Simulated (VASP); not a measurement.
Wanted: the native input for a VASP 6.6.1 run.

| Quantity | Value |
| --- | --- |
| Task | single point |
| Functional | PBEsol |
| Potentials or basis | VASP PAW PBE potentials, release 64 (Si, Ti_sv) |
| Cutoff | 520 eV |
| k mesh | 2 × 2 × 2 |
| Occupations | fermi-dirac, width 0.02 eV |
| Spin | no spin polarisation |
| Dipole correction | no |
| Further INCAR settings | LREAL = Auto; ALGO = Normal; EDIFF = 1e-06; NBANDS = 52 |

The structure of TiSi16 (a cell with a defect) lies in POSCAR:

```
TiSi16
1.0
    0.0000000000      5.4300000000      5.4300000000
    5.4300000000      0.0000000000      5.4300000000
    5.4300000000      5.4300000000      0.0000000000
Si Ti
16 1
Direct
    0.0007627072      0.0016439227      0.0014361878
    0.1241089319      0.1252279006      0.1249958564
    0.0007007366      0.0015841621      0.4954300184
    0.1214712707      0.1218896869      0.6278970534
    0.0006987109      0.4956662983      0.0013613260
    0.1214714549      0.6280966851      0.1217235727
   -0.0123213628      0.5039545120      0.5037909761
    0.1212436464      0.6281243094      0.6278858195
    0.4945709945      0.0016558932      0.0014363720
    0.6271588398      0.1221063536      0.1219400552
    0.5033094843     -0.0121325046      0.5039691529
    0.6271234807      0.1219360037      0.6279271639
    0.5033244936      0.5041475138     -0.0122694291
    0.6271279926      0.6281683241      0.1217290976
    0.5030953959      0.5040267035      0.5037889503
    0.6246786372      0.6246845304      0.6245609576
    0.3744539595      0.3749046041      0.3747447514
```

One way to write it, as run:

INCAR

```
SYSTEM = TiSi16
ALGO     = Normal         ! electronic algorithm
EDIFF    = 1E-6           ! SCF threshold, eV
ENCUT    = 520            ! plane-wave cutoff, eV
GGA      = PS             ! functional
ISIF     = 2              ! what is computed and relaxed
ISMEAR   = -1             ! smearing method
LASPH    = .TRUE.         ! aspherical terms in the spheres
LCHARG   = .FALSE.        ! write CHGCAR
LREAL    = Auto         
LWAVE    = .FALSE.        ! write WAVECAR
NBANDS   = 52             ! bands
NELM     = 100            ! most SCF steps
PREC     = Accurate       ! precision mode
SIGMA    = 0.02           ! smearing width, eV
```

KPOINTS

```
k-points
0
G
  2 2 2
  0 0 0
```

Potentials or basis: VASP PAW PBE potentials, release 64 (Si, Ti_sv).

The run is started by

```console
$ cat potpaw_PBE.64/Si/POTCAR potpaw_PBE.64/Ti_sv/POTCAR > POTCAR
$ mpirun -np 1 vasp_std > vasp.out
```

Results of the run:

```json
{
 "Pressure": "2.1 GPa",
 "Largest force": "0.007 eV/Å",
 "Band gap on the k mesh": "zero (band 38 reaches 6.85 eV, above the bottom of band 39 at 6.45 eV)"
}
```

Caveat: the k points lie up to 0.50 Å⁻¹ apart; the PAW data sets were made with another functional, which shifts forces and pressure a little.

Wall time 110 s on 1 thread of Intel(R) Xeon(R) 6975P-C (Granite Rapids), with other jobs on the host, peak memory 0.49 GiB.
